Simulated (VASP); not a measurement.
# Al16In in VASP: single point with PBE

Aim: the single point of Al16In with PBE.

Everything below comes from runs of VASP 6.6.1. Logs are shortened: lines on timing, memory, paths and dates and some standing lists are left out, and cuts for length are marked.

### 1 The cell of the first run

The cell holds a slab with vacuum, 17 atoms: a = 8.100 Å, b = 5.728 Å, c = 15.296 Å, α = 90.00°, β = 90.00°, γ = 90.00°.

### 2 Single point, PBE

File INCAR:

```
PREC     = Accurate       # precision mode
ENCUT    = 520            # plane-wave cutoff, eV
EDIFF    = 1E-6           # SCF threshold, eV
ISMEAR   = -1             # smearing method
SIGMA    = 0.15           # smearing width, eV
LREAL    = Auto         
LASPH    = True           # aspherical terms in the spheres
NELM     = 100            # most SCF steps
ALGO     = Normal         # electronic algorithm
ISIF     = 2              # what is computed and relaxed
LWAVE    = False          # write WAVECAR
LCHARG   = True           # write CHGCAR
GGA      = PE             # functional
LELF     = True           # ELF
LVHAR    = True         
NBANDS   = 44             # bands
```

File KPOINTS:

```
regular mesh
0
Gamma
  2 3 1
```

File POSCAR:

```
Al16In
1.0
    8.1000000000      0.0000000000      0.0000000000
    0.0000000000      5.7275650000      0.0000000000
    0.0000000000      0.0000000000     15.2956740000
Al In
16 1
Direct
    0.2500000000      0.2500000000      0.0653780000
    0.7500000000      0.2500000000      0.0653780000
    0.2500000000      0.7500000000      0.0653780000
    0.7500000000      0.7500000000      0.0653780000
   -0.0002798346      0.0001292664      0.1494667368
    0.4993436124      0.0003551668      0.1495778245
   -0.0003833124      0.4981064372      0.1493750697
    0.4994632085      0.4984134177      0.1495669152
    0.2487875953      0.2496093954      0.2410543989
    0.7486992932      0.2480042554      0.2469981247
    0.2486993054      0.7489644387      0.2416786628
    0.7486263187      0.7494169299      0.2489380131
    0.0024644601      0.0063328213      0.3300732142
    0.4940764940      0.0064836141      0.3302798600
    0.0011146443      0.4905319110      0.3296644592
    0.4954060576      0.4912219088      0.3300350230
    0.2461375982      0.7437525531      0.4447374953
```

Potentials or basis: VASP PAW PBE potentials, release 64 (Al, In_d).

Launch:

```
> cat potpaw_PBE.64/Al/POTCAR potpaw_PBE.64/In_d/POTCAR > POTCAR
> mpirun -np 1 vasp_std > vasp.out
```

OUTCAR:

```text
PREC = Accurate
   ENCUT = 520
   EDIFF = 1E-6
   ISMEAR = -1
   LREAL = Auto
   LASPH = True
   NELM = 100
   ISIF = 2
   GGA = PE

 ion  position               nearest neighbor table
   1  0.250  0.250  0.065-   9 2.69   8 2.79   6 2.79   7 2.79   5 2.80   3 2.86   3 2.86
   2  0.750  0.250  0.065-  10 2.78   7 2.79   5 2.79   8 2.79   6 2.80   4 2.86   4 2.86
   3  0.250  0.750  0.065-  11 2.70   6 2.79   5 2.80   8 2.80   7 2.80   1 2.86   1 2.86
   4  0.750  0.750  0.065-   5 2.79   7 2.80   6 2.80   8 2.80  12 2.81   2 2.86   2 2.86
   5  1.000  0.000  0.149-  13 2.76   2 2.79   4 2.79   1 2.80   3 2.80   9 2.84  11 2.85   7 2.85
                             7 2.88  10 2.89  12 2.92
   6  0.499  0.000  0.150-  14 2.76   1 2.79   3 2.79   2 2.80   4 2.80   9 2.85   8 2.85  11 2.86
                             8 2.87  10 2.88  12 2.91
   7  1.000  0.498  0.149-  15 2.76   2 2.79   1 2.79   4 2.80   3 2.80   9 2.84  11 2.85   5 2.85
                             5 2.88  10 2.90  12 2.92
   8  0.499  0.498  0.150-  16 2.76   1 2.79   2 2.79   3 2.80   4 2.80   9 2.85   6 2.85  11 2.86
                             6 2.87  10 2.89  12 2.91
   9  0.249  0.250  0.241-   1 2.69  14 2.78  16 2.79  15 2.79  13 2.79   7 2.84   5 2.84   8 2.85
                             6 2.85  11 2.86  11 2.87
  10  0.749  0.248  0.247-  15 2.78   2 2.78  13 2.78  16 2.79  14 2.79  12 2.86  12 2.87   6 2.88
                             8 2.89   5 2.89   7 2.90
  11  0.249  0.749  0.242-   3 2.70  14 2.82  13 2.82  16 2.83  15 2.83   5 2.85   7 2.85   8 2.86
                             6 2.86   9 2.86   9 2.87  17 3.11
  12  0.749  0.749  0.249-   4 2.81  15 2.81  16 2.82  13 2.82  14 2.82  10 2.86  10 2.87   8 2.91
                             6 2.91   5 2.92   7 2.92
  13  0.002  0.006  0.330-   5 2.76  15 2.77  10 2.78   9 2.79  12 2.82  11 2.82  15 2.95  17 3.04

  14  0.494  0.006  0.330-   6 2.76  16 2.78   9 2.78  10 2.79  11 2.82  12 2.82  16 2.95  17 3.06

  15  0.001  0.491  0.330-   7 2.76  13 2.77  10 2.78   9 2.79  12 2.81  11 2.83  13 2.95  17 3.02

  16  0.495  0.491  0.330-   8 2.76  14 2.78   9 2.79  10 2.79  12 2.82  11 2.83  14 2.95  17 3.04

  17  0.246  0.744  0.445-  15 3.02  13 3.04  16 3.04  14 3.06  11 3.11

  LATTYP: Found a simple orthorhombic cell.
 ALAT       =     5.7275650000
 B/A-ratio  =     1.4142135445
 C/A-ratio  =     2.6705369559

  Lattice vectors:

 A1 = (   0.0000000000,  -5.7275650000,   0.0000000000)
 A2 = (   8.1000000000,   0.0000000000,   0.0000000000)
 A3 = (   0.0000000000,   0.0000000000,  15.2956740000)

Analysis of symmetry for initial positions (statically):
=====================================================================
 Subroutine PRICEL returns:
 Original cell was already a primitive cell.

 Routine SETGRP: Setting up the symmetry group for a
 simple orthorhombic supercell.

 Subroutine GETGRP returns: Found  1 space group operations
 (whereof  1 operations were pure point group operations)
 out of a pool of  8 trial point group operations.

The static configuration has the point symmetry C_1 .

Analysis of symmetry for dynamics (positions and initial velocities):
=====================================================================
 Subroutine PRICEL returns:
 Original cell was already a primitive cell.

 Routine SETGRP: Setting up the symmetry group for a
 simple orthorhombic supercell.

 Subroutine GETGRP returns: Found  1 space group operations
 (whereof  1 operations were pure point group operations)
 out of a pool of  8 trial point group operations.

The dynamic configuration has the point symmetry C_1 .

 Subroutine INISYM returns: Found  1 space group operations
 (whereof  1 operations are pure point group operations),
 and found     1 'primitive' translations

----------------------------------------------------------------------------------------

                                     Primitive cell

  volume of cell :     709.6164

  direct lattice vectors                    reciprocal lattice vectors
     8.100000000  0.000000000  0.000000000     0.123456790  0.000000000  0.000000000
     0.000000000  5.727565000  0.000000000     0.000000000  0.174594265  0.000000000
     0.000000000  0.000000000 15.295674000     0.000000000  0.000000000  0.065377962

  length of vectors
     8.100000000  5.727565000 15.295674000     0.123456790  0.174594265  0.065377962

  position of ions in fractional coordinates (direct lattice)
     0.250000000  0.250000000  0.065378000
     0.750000000  0.250000000  0.065378000
     0.250000000  0.750000000  0.065378000
     0.750000000  0.750000000  0.065378000
     0.999720165  0.000129266  0.149466737
     0.499343612  0.000355167  0.149577824
[... 9 lines left out ...]
     0.495406058  0.491221909  0.330035023
     0.246137598  0.743752553  0.444737495

  ion indices of the primitive-cell ions
   primitive index   ion index
                 1           1
                 2           2
                 3           3
                 4           4
                 5           5
                 6           6
[... 9 lines left out ...]
                16          16
                17          17

----------------------------------------------------------------------------------------

 KPOINTS: regular mesh

Automatic generation of k-mesh.
 Grid dimensions read from file:
 generate k-points for:    2    3    1

 Generating k-lattice:

  Cartesian coordinates                     Fractional coordinates (reciprocal lattice)
     0.061728395  0.000000000  0.000000000     0.500000000  0.000000000  0.000000000
     0.000000000  0.058198088  0.000000000     0.000000000  0.333333333  0.000000000
     0.000000000  0.000000000  0.065377962     0.000000000  0.000000000  1.000000000

  Length of vectors
     0.061728395  0.058198088  0.065377962

  Shift w.r.t. Gamma in fractional coordinates (k-lattice)
     0.000000000  0.000000000  0.000000000

 Subroutine IBZKPT returns following result:
 ===========================================

 Found      4 irreducible k-points:

 Following reciprocal coordinates:
            Coordinates               Weight
  0.000000  0.000000  0.000000      1.000000
  0.500000  0.000000  0.000000      1.000000
  0.000000  0.333333  0.000000      2.000000
  0.500000  0.333333  0.000000      2.000000
   k-points           NKPTS =      4   k-points in BZ     NKDIM =      4   number of bands    NBANDS=     44
   number of dos      NEDOS =    301   number of ions     NIONS =     17
   total plane-waves  NPLWV = 345600
   dimension x,y,z NGX =    60 NGY =   48 NGZ =  120
   dimension x,y,z NGXF=   120 NGYF=   96 NGZF=  240
   ions per type =              16   1
   NGX,Y,Z   is equivalent  to a cutoff of  12.31, 13.93, 13.04 a.u.
   NGXF,Y,Z  is equivalent  to a cutoff of  24.63, 27.86, 26.09 a.u.
 SYSTEM =  unknown system
   PREC   = accura    normal or accurate (medium, high low for compatibility)
   ISTART =      0    job   : 0-new  1-cont  2-samecut
   ICHARG =      2    charge: 1-file 2-atom 10-const
   ISPIN  =      1    spin polarized calculation?
   LNONCOLLINEAR =      F non collinear calculations
   LSORBIT =      F    spin-orbit coupling
   LASPH  =      T    aspherical Exc in radial PAW
   ENCUT  =  520.0 eV  38.22 Ry    6.18 a.u.  15.06 10.65 28.44*2*pi/ulx,y,z
   NELM   =    100;   NELMIN=  2; NELMDL= -5     # of ELM steps
   EDIFF  = 0.1E-05   stopping-criterion for ELM
   LREAL  =      T    real-space projection
   EDIFFG = 0.1E-04   stopping-criterion for IOM
   NSW    =      0    number of steps for IOM
   IBRION =     -1    ionic relax: 0-MD 1-quasi-New 2-CG
   NFREE  =      0    steps in history (QN), initial steepest desc. (CG)
   ISIF   =      2    stress and relaxation
   ISYM   =      2    0-nonsym 1-usesym 2-fastsym
   POTIM  = 0.5000    time-step for ionic-motion
   TEBEG  =    0.0;   TEEND  =   0.0 temperature during run
   PSTRESS=    0.0 pullay stress
   NELECT =      61.0000    total number of electrons
   NUPDOWN=      -1.0000    fix difference up-down
   EMIN   =  10.00;   EMAX   =-10.00  energy-range for DOS
   EFERMI =   0.00;   METHOD = LEGACY
   ISMEAR =    -1;   SIGMA  =   0.15  broadening in eV -4-tet -1-fermi 0-gaus
   EFERMI_NEDOS =   21; number of points for ismear=-14 and -15
   IALGO  =     38    algorithm
   IMIX   =      4    mixing-type and parameters
     AMIX     =   0.40;   BMIX     =  1.00
     AMIX_MAG =   1.60;   BMIX_MAG =  1.00
  volume/ion in A,a.u.               =      41.74       281.69
  Fermi-wavevector in a.u.,A,eV,Ry     =   0.722509  1.365345  7.102513  0.522020
  Thomas-Fermi vector in A             =   1.812490
   LORBIT       =      0    0 simple, 1 ext, 2 COOP (PROOUT), +10 PAW based schemes
   GGA     = PE    functional components
   LHFCALC =     F    Hartree Fock is set to
   AEXX    =    0.0000 exact exchange contribution
   IVDW    =     0    specifies the selected vdW correction
   LEPSILON=     F    determine dielectric tensor
   LRPA    =     F    only Hartree local field effects (RPA)
 non-spin polarized calculation
  energy-cutoff  :      520.00
  volume of cell :      709.62
 maximum number of plane-waves:     19139
   NGX = 31   NGY = 21   NGZ = 57

 number of electron      61.0000002 magnetization

 Free energy of the ion-electron system (eV)
  ---------------------------------------------------
  ext. energy  EPLUGINS =         0.00000000
  ---------------------------------------------------
  free energy    TOTEN  =       -57.49679258 eV

  energy without entropy =      -56.87474919  energy(sigma->0) =      -57.18577089

 E-fermi :   0.8016     XC(G=0):  -5.4470

 val. band max:        0.7281885869   @ k =   0.0000   0.3333   0.0000
 cond. band min:       0.8543268401   @ k =   0.0000   0.3333   0.0000
 fundamental gap:      0.1261382531
 Fermi energy:         0.8015648659

 k-point     1 :       0.0000    0.0000    0.0000
  band No.  band energies     occupation
      1     -13.4467      2.00000
      2     -13.4338      2.00000
      3     -13.4264      2.00000
      4     -13.4180      2.00000
      5     -13.3969      2.00000
      6      -9.4153      2.00000
[... 169 lines left out ...]
     41       3.2343      0.00000
     42       3.2510      0.00000
 [bands above 42 left out]

------------------------ aborting loop because EDIFF is reached ----------------------------------------

  FORCE on cell =-STRESS in cart. coord.  units (eV):
  Direction    XX          YY          ZZ          XY          YZ          ZX
  --------------------------------------------------------------------------------------
  -------------------------------------------------------------------------------------
  Total        2.8572882     -8.9046063     -0.2837435     -0.0112562      0.0923041      0.1801182
  in kB        6.4512067    -20.1048872     -0.6406382     -0.0254143      0.2084048      0.4066723
  external PRESSURE =      -4.7647729 kB  Pullay stress =       0.0000000 kB

 VOLUME and BASIS-vectors are now :
 -----------------------------------------------------------------------------
  energy-cutoff  :      520.00
  volume of cell :      709.62
      direct lattice vectors                 reciprocal lattice vectors
     8.100000000  0.000000000  0.000000000     0.123456790  0.000000000  0.000000000
     0.000000000  5.727565000  0.000000000     0.000000000  0.174594265  0.000000000
     0.000000000  0.000000000 15.295674000     0.000000000  0.000000000  0.065377962

 POSITION                                       TOTAL-FORCE (eV/Angst)
 -----------------------------------------------------------------------------------
      2.02500      1.43189      1.00000        -0.006342     -0.007775     -0.126153
      6.07500      1.43189      1.00000        -0.014237     -0.007800      0.096997
      2.02500      4.29567      1.00000        -0.006824     -0.001324     -0.121979
      6.07500      4.29567      1.00000        -0.014512     -0.003807      0.218410
      8.09773      0.00074      2.28619        -0.001571     -0.000588     -0.005521
      4.04468      0.00203      2.28789         0.005118     -0.005205     -0.004600
[... 9 lines left out ...]
      4.01279      2.81351      5.04811        -0.007192      0.004924     -0.003458
      1.99371      4.25989      6.80256         0.020880     -0.002378     -0.032786
 -----------------------------------------------------------------------------------
    total drift:                                0.007725     -0.023620      0.003698

  FREE ENERGIE OF THE ION-ELECTRON SYSTEM (eV)
  ---------------------------------------------------
  free  energy   TOTEN  =       -57.4967925849 eV

  energy  without entropy=      -56.8747491905  energy(sigma->0) =      -57.18577089
```

It took 1.9 min on 1 thread of Intel Xeon 6975P-C (Granite Rapids), shared host; peak memory 0.67 GiB.

Results:

```yaml
Free_energy: -57.4968 eV
Largest_force: 0.219 eV/Å
Band_gap_on_the_k_mesh: zero (an odd number of electrons rules out a gap without spin polarisation)
```

Forces in eV/Å, atoms in the order of the input:
```
Al  -0.006 -0.008 -0.126
Al  -0.014 -0.008  0.097
Al  -0.007 -0.001 -0.122
Al  -0.015 -0.004  0.218
Al  -0.002 -0.001 -0.006
Al   0.005 -0.005 -0.005
Al  -0.002  0.013 -0.011
Al   0.007  0.012 -0.010
Al   0.002 -0.003  0.021
Al  -0.004  0.008 -0.004
Al   0.005  0.004 -0.004
Al   0.000 -0.006 -0.005
Al   0.007  0.000 -0.006
Al  -0.004 -0.008 -0.003
Al   0.013  0.004  0.001
Al  -0.007  0.005 -0.003
In   0.021 -0.002 -0.033
```

Caveat: the k points lie up to 0.39 Å⁻¹ apart, too coarse for converged energies and pressures of a metal; spin-orbit coupling is left out, which moves the levels of the heavy elements.
